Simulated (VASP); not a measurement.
# Ta2N (C2/m) in VASP: a series of runs

Ta2N is run at these levels: PBE; tasks: single point.

All numbers are computed with VASP 6.6.1; they aren't measurements. Logs are shortened: lines on timing, memory, paths and dates and some standing lists are left out, and cuts for length are marked.

## Step 1: The cell of the first run

The structure is monoclinic, space group C2/m (No. 12). Conventional cell: a = 5.371 Å, b = 3.101 Å, c = 4.882 Å, α = 90.00°, β = 90.00°, γ = 90.00°. Ta (site symmetry m) has 3 N at 2.10 to 2.22 Å within 2.8 Å. Within 2.8 Å of N (site symmetry 2/m) lie 6 Ta at 2.10 to 2.22 Å.

## Step 2: Single point, PBE (atoms displaced along a vibrational mode)

Input file INCAR:

```
SYSTEM = Ta2N
  PREC = Accurate
  ENCUT = 520
  EDIFF = 1E-7
  ISMEAR = 0
  SIGMA = 0.15
  LREAL = .FALSE.
  LASPH = .TRUE.
  NELM = 100
  ALGO = Normal
  ISIF = 2
  LWAVE = .FALSE.
  LCHARG = .FALSE.
  GGA = PE
  NBANDS = 20
```

Input file KPOINTS:

```
Automatic mesh
0
G
  18 18 10
  0 0 0
```

Input file POSCAR:

```
Ta2N
1.0
    3.1011400556      0.0000000000      0.0000000000
   -1.5505700278      2.6856660688      0.0000000000
    0.0000000000      0.0000000000      4.8818900623
Ta N
2 1
Direct
    0.6852840222      0.3705680444      0.7449050322
    0.3147159778      0.6294319556      0.2550949678
    0.0000000000      0.0000000000      0.0000000000
```

Potentials or basis: VASP PAW PBE potentials, release 64 (Ta_pv, N).

Run with:

```sh
$ cat potpaw_PBE.64/Ta_pv/POTCAR potpaw_PBE.64/N/POTCAR > POTCAR
$ mpirun -np 1 vasp_std > vasp.out
```

OUTCAR:

```text
SYSTEM = Ta2N
   PREC = Accurate
   ENCUT = 520
   EDIFF = 1E-7
   ISMEAR = 0
   LREAL = .FALSE.
   LASPH = .TRUE.
   NELM = 100
   ISIF = 2
   GGA = PE

 ion  position               nearest neighbor table
   1  0.685  0.371  0.745-   3 2.10   3 2.22   3 2.22   2 2.93   2 2.93   2 3.02   2 3.02   2 3.11
                             2 3.19
   2  0.315  0.629  0.255-   3 2.10   3 2.22   3 2.22   1 2.93   1 2.93   1 3.02   1 3.02   1 3.11
                             1 3.19
   3  0.000  0.000  0.000-   2 2.10   1 2.10   1 2.22   2 2.22   1 2.22   2 2.22

  LATTYP: Found a hexagonal cell.
 ALAT       =     3.1011400556
 C/A-ratio  =     1.5742243094

  Lattice vectors:

 A1 = (   3.1011400556,   0.0000000000,   0.0000000000)
 A2 = (  -1.5505700278,   2.6856660688,   0.0000000000)
 A3 = (   0.0000000000,   0.0000000000,   4.8818900623)

Analysis of symmetry for initial positions (statically):
=====================================================================
 Subroutine PRICEL returns:
 Original cell was already a primitive cell.

 Routine SETGRP: Setting up the symmetry group for a
 hexagonal supercell.

 Subroutine GETGRP returns: Found  4 space group operations
 (whereof  4 operations were pure point group operations)
 out of a pool of 24 trial point group operations.

The static configuration has the point symmetry C_2h.

Analysis of symmetry for dynamics (positions and initial velocities):
=====================================================================
 Subroutine PRICEL returns:
 Original cell was already a primitive cell.

 Routine SETGRP: Setting up the symmetry group for a
 hexagonal supercell.

 Subroutine GETGRP returns: Found  4 space group operations
 (whereof  4 operations were pure point group operations)
 out of a pool of 24 trial point group operations.

The dynamic configuration has the point symmetry C_2h.

 Subroutine INISYM returns: Found  4 space group operations
 (whereof  4 operations are pure point group operations),
 and found     1 'primitive' translations

----------------------------------------------------------------------------------------

                                     Primitive cell

  volume of cell :      40.6594

  direct lattice vectors                    reciprocal lattice vectors
     3.101140056  0.000000000  0.000000000     0.322462057  0.186173555  0.000000000
    -1.550570028  2.685666069  0.000000000     0.000000000  0.372347110  0.000000000
     0.000000000  0.000000000  4.881890062     0.000000000  0.000000000  0.204838697

  length of vectors
     3.101140056  3.101140056  4.881890062     0.372347110  0.372347110  0.204838697

  position of ions in fractional coordinates (direct lattice)
     0.685284022  0.370568044  0.744905032
     0.314715978  0.629431956  0.255094968
     0.000000000  0.000000000  0.000000000

  ion indices of the primitive-cell ions
   primitive index   ion index
                 1           1
                 2           2
                 3           3

----------------------------------------------------------------------------------------

 KPOINTS: Automatic mesh

Automatic generation of k-mesh.
 Grid dimensions read from file:
 generate k-points for:   18   18   10

 Generating k-lattice:

  Cartesian coordinates                     Fractional coordinates (reciprocal lattice)
     0.017914559  0.010342975  0.000000000     0.055555556 -0.000000000  0.000000000
     0.000000000  0.020685951  0.000000000     0.000000000  0.055555556  0.000000000
     0.000000000  0.000000000  0.020483870     0.000000000  0.000000000  0.100000000

  Length of vectors
     0.020685951  0.020685951  0.020483870

  Shift w.r.t. Gamma in fractional coordinates (k-lattice)
     0.000000000  0.000000000  0.000000000

 Subroutine IBZKPT returns following result:
 ===========================================

 Found    866 irreducible k-points:

 Following reciprocal coordinates:
            Coordinates               Weight
  0.000000  0.000000  0.000000      1.000000
  0.055556 -0.000000  0.000000      4.000000
  0.000000  0.055556  0.000000      2.000000
  0.111111 -0.000000  0.000000      4.000000
  0.000000  0.111111  0.000000      2.000000
  0.166667 -0.000000  0.000000      4.000000
[... 16 lines left out ...]
 -0.055556  0.166667  0.000000      4.000000
 -0.166667  0.111111  0.000000      4.000000
 [... further k-points ...]
   k-points           NKPTS =    866   k-points in BZ     NKDIM =    866   number of bands    NBANDS=     20
   number of dos      NEDOS =    301   number of ions     NIONS =      3
   total plane-waves  NPLWV =  20736
   dimension x,y,z NGX =    24 NGY =   24 NGZ =   36
   dimension x,y,z NGXF=    48 NGYF=   48 NGZF=   72
   ions per type =               2   1
   NGX,Y,Z   is equivalent  to a cutoff of  12.87, 12.87, 12.26 a.u.
   NGXF,Y,Z  is equivalent  to a cutoff of  25.73, 25.73, 24.52 a.u.
 SYSTEM =  Ta2N
   PREC   = accura    normal or accurate (medium, high low for compatibility)
   ISTART =      0    job   : 0-new  1-cont  2-samecut
   ICHARG =      2    charge: 1-file 2-atom 10-const
   ISPIN  =      1    spin polarized calculation?
   LNONCOLLINEAR =      F non collinear calculations
   LSORBIT =      F    spin-orbit coupling
   LASPH  =      T    aspherical Exc in radial PAW
   ENCUT  =  520.0 eV  38.22 Ry    6.18 a.u.   5.77  5.77  9.08*2*pi/ulx,y,z
   NELM   =    100;   NELMIN=  2; NELMDL= -5     # of ELM steps
   EDIFF  = 0.1E-06   stopping-criterion for ELM
   LREAL  =      F    real-space projection
   EDIFFG = 0.1E-05   stopping-criterion for IOM
   NSW    =      0    number of steps for IOM
   IBRION =     -1    ionic relax: 0-MD 1-quasi-New 2-CG
   NFREE  =      0    steps in history (QN), initial steepest desc. (CG)
   ISIF   =      2    stress and relaxation
   ISYM   =      2    0-nonsym 1-usesym 2-fastsym
   POTIM  = 0.5000    time-step for ionic-motion
   TEBEG  =    0.0;   TEEND  =   0.0 temperature during run
   PSTRESS=    0.0 pullay stress
   NELECT =      27.0000    total number of electrons
   NUPDOWN=      -1.0000    fix difference up-down
   EMIN   =  10.00;   EMAX   =-10.00  energy-range for DOS
   EFERMI =   0.00;   METHOD = LEGACY
   ISMEAR =     0;   SIGMA  =   0.15  broadening in eV -4-tet -1-fermi 0-gaus
   EFERMI_NEDOS =   21; number of points for ismear=-14 and -15
   IALGO  =     38    algorithm
   IMIX   =      4    mixing-type and parameters
     AMIX     =   0.40;   BMIX     =  1.00
     AMIX_MAG =   1.60;   BMIX_MAG =  1.00
  volume/ion in A,a.u.               =      13.55        91.46
  Fermi-wavevector in a.u.,A,eV,Ry     =   1.428266  2.699030 27.755102  2.039942
  Thomas-Fermi vector in A             =   2.548346
   LORBIT       =      0    0 simple, 1 ext, 2 COOP (PROOUT), +10 PAW based schemes
   GGA     = PE    functional components
   LHFCALC =     F    Hartree Fock is set to
   AEXX    =    0.0000 exact exchange contribution
   IVDW    =     0    specifies the selected vdW correction
   LEPSILON=     F    determine dielectric tensor
   LRPA    =     F    only Hartree local field effects (RPA)
 non-spin polarized calculation
 Gauss-broadening in eV      SIGMA  =   0.15
  energy-cutoff  :      520.00
  volume of cell :       40.66
 maximum number of plane-waves:      1112
   NGX = 11   NGY = 11   NGZ = 19

 number of electron      26.9999998 magnetization

 Free energy of the ion-electron system (eV)
  ---------------------------------------------------
  ext. energy  EPLUGINS =         0.00000000
  ---------------------------------------------------
  free energy    TOTEN  =       -34.32275998 eV

  energy without entropy =      -34.30852298  energy(sigma->0) =      -34.31564148

 E-fermi :   7.5043     XC(G=0): -12.8690

 val. band max:        7.5041375225   @ k =   0.5000   0.2778   0.4000
 cond. band min:       7.5054091469   @ k =  -0.3333  -0.0556   0.3000
 fundamental gap:      0.0012716244
 Fermi energy:         7.5042542557

 k-point     1 :       0.0000    0.0000    0.0000
  band No.  band energies     occupation
      1     -28.1815      2.00000
      2     -27.4623      2.00000
      3     -27.4088      2.00000
      4     -27.3575      2.00000
      5     -27.2760      2.00000
      6     -27.1956      2.00000
[... 12 lines left out ...]
     19       9.1391      0.00000
     20      12.4931      0.00000

 k-point     2 :       0.0556   -0.0000    0.0000
  band No.  band energies     occupation
      1     -28.1716      2.00000
      2     -27.4780      2.00000
      3     -27.4195      2.00000
      4     -27.3635      2.00000
      5     -27.2903      2.00000
      6     -27.1997      2.00000
[... 12 lines left out ...]
     19       9.3577      0.00000
     20      12.4589      0.00000

 k-point     3 :       0.0000    0.0556    0.0000
  band No.  band energies     occupation
      1     -28.1735      2.00000
      2     -27.4681      2.00000
      3     -27.4310      2.00000
      4     -27.3741      2.00000
      5     -27.2788      2.00000
      6     -27.1974      2.00000
[... 12 lines left out ...]
     19       9.3188      0.00000
     20      12.5645      0.00000

 k-point     4 :       0.1111   -0.0000    0.0000
  band No.  band energies     occupation
      1     -28.1425      2.00000
      2     -27.5261      2.00000
      3     -27.4456      2.00000
      4     -27.3939      2.00000
      5     -27.3186      2.00000
      6     -27.2122      2.00000
[... 12 lines left out ...]
     19       9.9349      0.00000
     20      12.3061      0.00000

 k-point     5 :       0.0000    0.1111    0.0000
  band No.  band energies     occupation
      1     -28.1500      2.00000
      2     -27.4940      2.00000
      3     -27.4843      2.00000
      4     -27.4215      2.00000
      5     -27.2869      2.00000
      6     -27.2029      2.00000
[... 12 lines left out ...]
     19       9.8959      0.00000
     20      12.6309      0.00000
[... 353 lines left out ...]
      6     -27.2102      2.00000
[... 12 lines left out ...]
     19       9.5758      0.00000
     20      12.2993      0.00000

 k-point    22 :       0.1111    0.0556    0.0000
  band No.  band energies     occupation
      1     -28.1198      2.00000
      2     -27.5599      2.00000
      3     -27.5002      2.00000
      4     -27.4310      2.00000
      5     -27.3185      2.00000
      6     -27.2184      2.00000
[... 12 lines left out ...]
     19      10.5771      0.00000
     20      12.2945      0.00000

 k-point    23 :      -0.0556    0.1667    0.0000
  band No.  band energies     occupation
      1     -28.1257      2.00000
      2     -27.5421      2.00000
      3     -27.5223      2.00000
      4     -27.4450      2.00000
      5     -27.3022      2.00000
      6     -27.2111      2.00000
[... 12 lines left out ...]
     19      10.5695      0.00000
     20      12.4949      0.00000

 k-point    24 :      -0.1667    0.1111    0.0000
  band No.  band energies     occupation
      1     -28.1108      2.00000
      2     -27.5727      2.00000
      3     -27.4764      2.00000
      4     -27.4013      2.00000
      5     -27.3567      2.00000
      6     -27.2293      2.00000
[... 12 lines left out ...]
     19      10.1397      0.00000
     20      12.0837      0.00000

 [... further k-points ...]
[... 5 lines left out ...]
  --------------------------------------------------------------------------------------
  -------------------------------------------------------------------------------------
  Total        0.0473449      0.8722907      0.5205247      0.0000000      1.1973764      0.0000000
  in kB        1.8656147     34.3724475     20.5111767      0.0000000     47.1823831      0.0000000
  external PRESSURE =      18.9164130 kB  Pullay stress =       0.0000000 kB

 VOLUME and BASIS-vectors are now :
 -----------------------------------------------------------------------------
  energy-cutoff  :      520.00
  volume of cell :       40.66
      direct lattice vectors                 reciprocal lattice vectors
     3.101140056  0.000000000  0.000000000     0.322462057  0.186173555  0.000000000
    -1.550570028  2.685666069  0.000000000     0.000000000  0.372347110  0.000000000
     0.000000000  0.000000000  4.881890062     0.000000000  0.000000000  0.204838697

 POSITION                                       TOTAL-FORCE (eV/Angst)
 -----------------------------------------------------------------------------------
      1.55057      0.99522      3.63654        -0.000000     -0.694600     -0.164374
      0.00000      1.69044      1.24535         0.000000      0.694600      0.164374
      0.00000      0.00000      0.00000         0.000000      0.000000      0.000000
 -----------------------------------------------------------------------------------
    total drift:                                0.000000      0.000000      0.000000

  FREE ENERGIE OF THE ION-ELECTRON SYSTEM (eV)
  ---------------------------------------------------
  free  energy   TOTEN  =       -34.3227599799 eV

  energy  without entropy=      -34.3085229849  energy(sigma->0) =      -34.31564148
```

It took 5.6 min on 1 thread of AMD EPYC 9R45 (Zen 5), shared host; peak memory 0.64 GiB.

What came out:

- Free energy: -34.3228 eV
- Pressure: 1.9 GPa
- Largest force: 0.714 eV/Å
- Band gap on the k mesh: zero (an odd number of electrons rules out a gap without spin polarisation)

Forces on the atoms (eV/Å):
```
Ta   0.000 -0.695 -0.164
Ta   0.000  0.695  0.164
N    0.000  0.000  0.000
```

Stress tensor (GPa, compression positive):
```
0.19 0.00 0.00
0.00 3.44 4.72
0.00 4.72 2.05
```

Levels at points of the mesh, in eV from the Fermi level:
```tsv
k point	band 9	band 10	band 11	band 12	band 13	band 14	band 15	band 16	band 17	band 18
(0.00, 0.00, 0.00)	-6.12	-5.92	-4.99	-1.13	-0.12	-0.02	0.02	0.07	0.89	1.00
(0.50, 0.00, 0.00)	-6.65	-6.39	-4.43	-2.54	-1.48	1.53	2.41	3.19	3.60	4.31
(0.00, 0.50, 0.00)	-6.39	-6.17	-4.67	-2.68	-1.15	1.39	1.78	3.94	4.01	4.30
(0.00, 0.00, 0.50)	-6.31	-6.01	-2.96	-2.68	-1.13	-0.97	1.58	1.63	2.06	2.38
(0.50, 0.00, 0.50)	-6.82	-6.15	-3.26	-2.30	-2.09	0.01	0.89	3.39	3.83	4.01
(0.00, 0.50, 0.50)	-6.55	-5.88	-3.51	-2.29	-1.71	-0.80	0.73	3.35	3.38	4.06
```

Caveat: the cell differs from its parent crystal (atoms displaced along a vibrational mode); spin-orbit coupling is left out, which moves the levels of the heavy elements.

## Step 3: Single point, PBE (atoms displaced along a vibrational mode)

Input file INCAR:

```
PREC = Accurate
ENCUT = 520
EDIFF = 1E-6
ISMEAR = 0
SIGMA = 0.15
LREAL = F
LASPH = T
NELM = 60
ALGO = Normal
ISIF = 2
LWAVE = F
LCHARG = F
GGA = PE
NBANDS = 20
```

Input file KPOINTS:

```
Automatic mesh
0
Gamma
  18 18 10
```

Input file POSCAR:

```
Ta2N
1.0
    3.1011400556      0.0000000000      0.0000000000
   -1.5505700278      2.6856660688      0.0000000000
    0.0000000000      0.0000000000      4.8818900623
Ta N
2 1
Direct
    0.6573579889      0.3147159778      0.7449050322
    0.3426420111      0.6852840222      0.2550949678
    0.0000000000      0.0000000000      0.0000000000
```

Potentials or basis: VASP PAW PBE potentials, release 64 (Ta_pv, N).

Run with:

```sh
$ cat potpaw_PBE.64/Ta_pv/POTCAR potpaw_PBE.64/N/POTCAR > POTCAR
$ mpirun -np 1 vasp_std > vasp.out
```

Run time: 5.3 min. Hardware: 1 thread of AMD EPYC 9R45 (Zen 5), shared host; peak memory 0.64 GiB.

The run converged. Its results:

| Item | Value |
| --- | --- |
| Free energy | -34.3751 eV |
| Pressure | 0.8 GPa |
| Largest force | 0.319 eV/Å |
| Band gap on the k mesh | zero (an odd number of electrons rules out a gap without spin polarisation) |

Forces in eV/Å, atoms in the order of the input:
```
Ta   0.000  0.312 -0.063
Ta   0.000 -0.312  0.063
N    0.000  0.000  0.000
```

Stress tensor (GPa, compression positive):
```
 1.02  0.00  0.00
 0.00  0.55 -1.50
 0.00 -1.50  0.83
```

Levels at points of the mesh, in eV from the Fermi level:
```tsv
k point	band 9	band 10	band 11	band 12	band 13	band 14	band 15	band 16	band 17	band 18
(0.00, 0.00, 0.00)	-6.06	-5.96	-4.98	-0.82	-0.32	-0.03	0.13	0.25	0.59	0.95
(0.50, 0.00, 0.00)	-6.51	-6.28	-4.57	-2.62	-1.30	1.47	2.06	3.77	3.83	4.21
(0.00, 0.50, 0.00)	-6.63	-6.43	-4.47	-2.56	-1.48	1.88	2.04	3.71	3.98	4.03
(0.00, 0.00, 0.50)	-6.26	-6.09	-2.93	-2.66	-1.12	-1.03	1.70	1.84	2.35	2.42
(0.50, 0.00, 0.50)	-6.66	-6.01	-3.36	-2.19	-2.02	-0.42	0.78	3.32	3.57	4.05
(0.00, 0.50, 0.50)	-6.78	-6.18	-3.21	-2.27	-2.08	-0.05	0.76	3.40	3.77	4.04
```

Caveat: the cell differs from its parent crystal (atoms displaced along a vibrational mode); spin-orbit coupling is left out, which moves the levels of the heavy elements.
